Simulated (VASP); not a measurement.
# Ru (P6_3/mmc) in VASP: a series of runs

Runs on Ru. Level: PBE. Tasks: single point.

Everything below comes from runs of VASP 6.6.1. Logs are shortened: lines on timing, memory, paths and dates and some standing lists are left out, and cuts for length are marked.

## (1) The cell of the first run

Symmetry: P6_3/mmc, No. 194, hexagonal system. The conventional cell has a = 2.794 Å, b = 2.794 Å, c = 3.909 Å, α = 90.00°, β = 90.00°, γ = 120.00°. Within 3.3 Å of Ru (site symmetry -6m2) lie 12 Ru at 2.53 to 2.79 Å.

## (2) Single point, PBE (13.21 Å³/atom)

File INCAR:

```
ALGO = Fast
EDIFF = 1E-6
ENCUT = 520
GGA = PE
ISIF = 2
ISMEAR = 0
LASPH = True
LCHARG = False
LREAL = False
LWAVE = False
NBANDS = 21
NELM = 100
PREC = Accurate
SIGMA = 0.15
```

File KPOINTS:

```
k-points
0
Gamma
  21 21 12
```

File POSCAR:

```
Ru
1.0
    2.7937381495      0.0000000000      0.0000000000
   -1.3968690748      2.4194482090      0.0000000000
    0.0000000000      0.0000000000      3.9092777926
Ru
2
Direct
    0.3333333333      0.6666666667      0.2500000000
    0.6666666667      0.3333333333      0.7500000000
```

Potentials or basis: VASP PAW PBE potentials, release 64 (Ru_pv).

Launch:

```
cat potpaw_PBE.64/Ru_pv/POTCAR > POTCAR
mpirun -np 1 vasp_std > vasp.out
```

OUTCAR:

```text
EDIFF = 1E-6
   ENCUT = 520
   GGA = PE
   ISIF = 2
   ISMEAR = 0
   LASPH = True
   LREAL = False
   NELM = 100
   PREC = Accurate

 ion  position               nearest neighbor table
   1  0.333  0.667  0.250-   2 2.53   2 2.53   2 2.53   2 2.53   2 2.53   2 2.53
   2  0.667  0.333  0.750-   1 2.53   1 2.53   1 2.53   1 2.53   1 2.53   1 2.53

  LATTYP: Found a hexagonal cell.
 ALAT       =     2.7937381495
 C/A-ratio  =     1.3993000000

  Lattice vectors:

 A1 = (   2.7937381495,   0.0000000000,   0.0000000000)
 A2 = (  -1.3968690748,   2.4194482090,   0.0000000000)
 A3 = (   0.0000000000,   0.0000000000,   3.9092777926)

Analysis of symmetry for initial positions (statically):
=====================================================================
 Subroutine PRICEL returns:
 Original cell was already a primitive cell.

 Routine SETGRP: Setting up the symmetry group for a
 hexagonal supercell.

 Subroutine GETGRP returns: Found 24 space group operations
 (whereof 12 operations were pure point group operations)
 out of a pool of 24 trial point group operations.

The static configuration has the point symmetry D_3d.
 The point group associated with its full space group is D_6h.

Analysis of symmetry for dynamics (positions and initial velocities):
=====================================================================
 Subroutine PRICEL returns:
 Original cell was already a primitive cell.

 Routine SETGRP: Setting up the symmetry group for a
 hexagonal supercell.

 Subroutine GETGRP returns: Found 24 space group operations
 (whereof 12 operations were pure point group operations)
 out of a pool of 24 trial point group operations.

The dynamic configuration has the point symmetry D_3d.
 The point group associated with its full space group is D_6h.

 Subroutine INISYM returns: Found 24 space group operations
 (whereof 12 operations are pure point group operations),
 and found     1 'primitive' translations

----------------------------------------------------------------------------------------

                                     Primitive cell

  volume of cell :      26.4240

  direct lattice vectors                    reciprocal lattice vectors
     2.793738150  0.000000000  0.000000000     0.357943353  0.206658691  0.000000000
    -1.396869075  2.419448209  0.000000000     0.000000000  0.413317382  0.000000000
     0.000000000  0.000000000  3.909277793     0.000000000  0.000000000  0.255801724

  length of vectors
     2.793738150  2.793738150  3.909277793     0.413317382  0.413317382  0.255801724

  position of ions in fractional coordinates (direct lattice)
     0.333333333  0.666666667  0.250000000
     0.666666667  0.333333333  0.750000000

  ion indices of the primitive-cell ions
   primitive index   ion index
                 1           1
                 2           2

----------------------------------------------------------------------------------------

 KPOINTS: k-points

Automatic generation of k-mesh.
 Grid dimensions read from file:
 generate k-points for:   21   21   12

 Generating k-lattice:

  Cartesian coordinates                     Fractional coordinates (reciprocal lattice)
     0.017044922  0.009840890  0.000000000     0.047619048  0.000000000  0.000000000
     0.000000000  0.019681780  0.000000000     0.000000000  0.047619048  0.000000000
     0.000000000  0.000000000  0.021316810     0.000000000  0.000000000  0.083333333

  Length of vectors
     0.019681780  0.019681780  0.021316810

  Shift w.r.t. Gamma in fractional coordinates (k-lattice)
     0.000000000  0.000000000  0.000000000

 Subroutine IBZKPT returns following result:
 ===========================================

 Found    336 irreducible k-points:

 Following reciprocal coordinates:
            Coordinates               Weight
  0.000000  0.000000  0.000000      1.000000
  0.047619 -0.000000  0.000000      6.000000
  0.095238  0.000000  0.000000      6.000000
  0.142857  0.000000  0.000000      6.000000
  0.190476  0.000000  0.000000      6.000000
  0.238095  0.000000  0.000000      6.000000
[... 16 lines left out ...]
  0.142857  0.095238  0.000000     12.000000
  0.190476  0.095238  0.000000     12.000000
 [... further k-points ...]
   k-points           NKPTS =    336   k-points in BZ     NKDIM =    336   number of bands    NBANDS=     21
   number of dos      NEDOS =    301   number of ions     NIONS =      2
   total plane-waves  NPLWV =  17280
   dimension x,y,z NGX =    24 NGY =   24 NGZ =   30
   dimension x,y,z NGXF=    48 NGYF=   48 NGZF=   60
   ions per type =               2
   NGX,Y,Z   is equivalent  to a cutoff of  14.28, 14.28, 12.76 a.u.
   NGXF,Y,Z  is equivalent  to a cutoff of  28.56, 28.56, 25.52 a.u.
 SYSTEM =  unknown system
   PREC   = accura    normal or accurate (medium, high low for compatibility)
   ISTART =      0    job   : 0-new  1-cont  2-samecut
   ICHARG =      2    charge: 1-file 2-atom 10-const
   ISPIN  =      1    spin polarized calculation?
   LNONCOLLINEAR =      F non collinear calculations
   LSORBIT =      F    spin-orbit coupling
   LASPH  =      T    aspherical Exc in radial PAW
   ENCUT  =  520.0 eV  38.22 Ry    6.18 a.u.   5.19  5.19  7.27*2*pi/ulx,y,z
   NELM   =    100;   NELMIN=  2; NELMDL= -5     # of ELM steps
   EDIFF  = 0.1E-05   stopping-criterion for ELM
   LREAL  =      F    real-space projection
[... 7 lines left out ...]
   TEBEG  =    0.0;   TEEND  =   0.0 temperature during run
   PSTRESS=    0.0 pullay stress
   NELECT =      28.0000    total number of electrons
   NUPDOWN=      -1.0000    fix difference up-down
   EMIN   =  10.00;   EMAX   =-10.00  energy-range for DOS
   EFERMI =   0.00;   METHOD = LEGACY
   ISMEAR =     0;   SIGMA  =   0.15  broadening in eV -4-tet -1-fermi 0-gaus
   EFERMI_NEDOS =   21; number of points for ismear=-14 and -15
   IALGO  =     68    algorithm
   IMIX   =      4    mixing-type and parameters
     AMIX     =   0.40;   BMIX     =  1.00
     AMIX_MAG =   1.60;   BMIX_MAG =  1.00
  volume/ion in A,a.u.               =      13.21        89.16
  Fermi-wavevector in a.u.,A,eV,Ry     =   1.669019  3.153989 37.900728  2.785625
  Thomas-Fermi vector in A             =   2.754765
   LORBIT       =      0    0 simple, 1 ext, 2 COOP (PROOUT), +10 PAW based schemes
   GGA     = PE    functional components
   LHFCALC =     F    Hartree Fock is set to
   AEXX    =    0.0000 exact exchange contribution
   IVDW    =     0    specifies the selected vdW correction
   LEPSILON=     F    determine dielectric tensor
   LRPA    =     F    only Hartree local field effects (RPA)
 non-spin polarized calculation
 RMM-DIIS sequential band-by-band and
 Gauss-broadening in eV      SIGMA  =   0.15
  energy-cutoff  :      520.00
  volume of cell :       26.42
 maximum number of plane-waves:       726
 NGX is ok and might be reduce to    24
   NGX = 11   NGY = 11   NGZ = 15

 number of electron      27.9999991 magnetization

 Free energy of the ion-electron system (eV)
  ---------------------------------------------------
  ext. energy  EPLUGINS =         0.00000000
  ---------------------------------------------------
  free energy    TOTEN  =       -18.04394296 eV

  energy without entropy =      -18.02776344  energy(sigma->0) =      -18.03585320

 E-fermi :  13.4099     XC(G=0): -14.2682

 val. band max:       13.4070127076   @ k =   0.2857   0.1905   0.2500
 cond. band min:      13.4103308902   @ k =   0.1905   0.0000   0.2500
 fundamental gap:      0.0033181827
 Fermi energy:        13.4099471172

 k-point     1 :       0.0000    0.0000    0.0000
  band No.  band energies     occupation
      1     -30.5860      2.00000
      2     -29.5481      2.00000
      3     -29.5481      2.00000
      4     -29.2147      2.00000
      5     -29.2147      2.00000
      6     -29.0435      2.00000
[... 13 lines left out ...]
     20      25.6925      0.00000
     21      27.7695      0.00000

 k-point     2 :       0.0476   -0.0000    0.0000
  band No.  band energies     occupation
      1     -30.5772      2.00000
      2     -29.5599      2.00000
      3     -29.5538      2.00000
      4     -29.2281      2.00000
      5     -29.2149      2.00000
      6     -29.0500      2.00000
[... 13 lines left out ...]
     20      23.7896      0.00000
     21      25.6947      0.00000

 k-point     3 :       0.0952    0.0000    0.0000
  band No.  band energies     occupation
      1     -30.5511      2.00000
      2     -29.5943      2.00000
      3     -29.5699      2.00000
      4     -29.2670      2.00000
      5     -29.2159      2.00000
      6     -29.0693      2.00000
[... 13 lines left out ...]
     20      23.7896      0.00000
     21      25.6824      0.00000

 k-point     4 :       0.1429    0.0000    0.0000
  band No.  band energies     occupation
      1     -30.5086      2.00000
      2     -29.6484      2.00000
      3     -29.5944      2.00000
      4     -29.3269      2.00000
      5     -29.2179      2.00000
      6     -29.1011      2.00000
[... 13 lines left out ...]
     20      23.7896      0.00000
     21      25.6398      0.00000

 k-point     5 :       0.1905    0.0000    0.0000
  band No.  band energies     occupation
      1     -30.4515      2.00000
      2     -29.7177      2.00000
      3     -29.6247      2.00000
      4     -29.4017      2.00000
      5     -29.2215      2.00000
      6     -29.1448      2.00000
[... 13 lines left out ...]
     20      23.7895      0.00000
     21      25.5531      0.00000
[... 382 lines left out ...]
     20      24.9565      0.00000
     21      25.1111      0.00000

 k-point    22 :       0.0952    0.0952    0.0000
  band No.  band energies     occupation
      1     -30.4838      2.00000
      2     -29.6656      2.00000
      3     -29.6256      2.00000
      4     -29.3489      2.00000
      5     -29.2269      2.00000
      6     -29.1200      2.00000
[... 13 lines left out ...]
     20      23.7896      0.00000
     21      25.6104      0.00000

 k-point    23 :       0.1429    0.0952    0.0000
  band No.  band energies     occupation
      1     -30.4276      2.00000
      2     -29.7220      2.00000
      3     -29.6706      2.00000
      4     -29.4073      2.00000
      5     -29.2369      2.00000
      6     -29.1633      2.00000
[... 13 lines left out ...]
     20      23.7895      0.00000
     21      25.5268      0.00000

 k-point    24 :       0.1905    0.0952    0.0000
  band No.  band energies     occupation
      1     -30.3591      2.00000
      2     -29.7934      2.00000
      3     -29.7131      2.00000
      4     -29.4725      2.00000
      5     -29.2474      2.00000
      6     -29.2172      2.00000
[... 13 lines left out ...]
     20      23.8014      0.00000
     21      25.4141      0.00000

 [... further k-points ...]
[... 5 lines left out ...]
  --------------------------------------------------------------------------------------
  -------------------------------------------------------------------------------------
  Total        0.5738523      0.5738523      9.4698070     -0.0000000      0.0000000     -0.0000000
  in kB       34.7946212     34.7946212    574.1867257     -0.0000000      0.0000000     -0.0000000
  external PRESSURE =     214.5919894 kB  Pullay stress =       0.0000000 kB

 VOLUME and BASIS-vectors are now :
 -----------------------------------------------------------------------------
  energy-cutoff  :      520.00
  volume of cell :       26.42
      direct lattice vectors                 reciprocal lattice vectors
     2.793738150  0.000000000  0.000000000     0.357943353  0.206658691  0.000000000
    -1.396869075  2.419448209  0.000000000     0.000000000  0.413317382  0.000000000
     0.000000000  0.000000000  3.909277793     0.000000000  0.000000000  0.255801724

 POSITION                                       TOTAL-FORCE (eV/Angst)
 -----------------------------------------------------------------------------------
     -0.00000      1.61297      0.97732         0.000000     -0.000000      0.000000
      1.39687      0.80648      2.93196        -0.000000      0.000000      0.000000
 -----------------------------------------------------------------------------------
    total drift:                               -0.000000      0.000000     -0.000000

  FREE ENERGIE OF THE ION-ELECTRON SYSTEM (eV)
  ---------------------------------------------------
  free  energy   TOTEN  =       -18.0439429629 eV

  energy  without entropy=      -18.0277634385  energy(sigma->0) =      -18.03585320
```

It took 2.1 min on 1 thread of Intel Xeon Platinum 8259CL at 2.50GHz (Skylake/Cascade Lake), shared host; peak memory 0.26 GiB.

Results:

```
Free energy            : -18.0439 eV
Pressure               : 21.5 GPa
Band gap on the k mesh : zero (bands 14 and 15 overlap by 2.99 eV)
```

Caveat: the stress differs along the axes, from 3 to 57 GPa.

(Part 1 of 3 ends here.)

The gap in the log of VASP goes by the Fermi energy; the results here count the filled bands.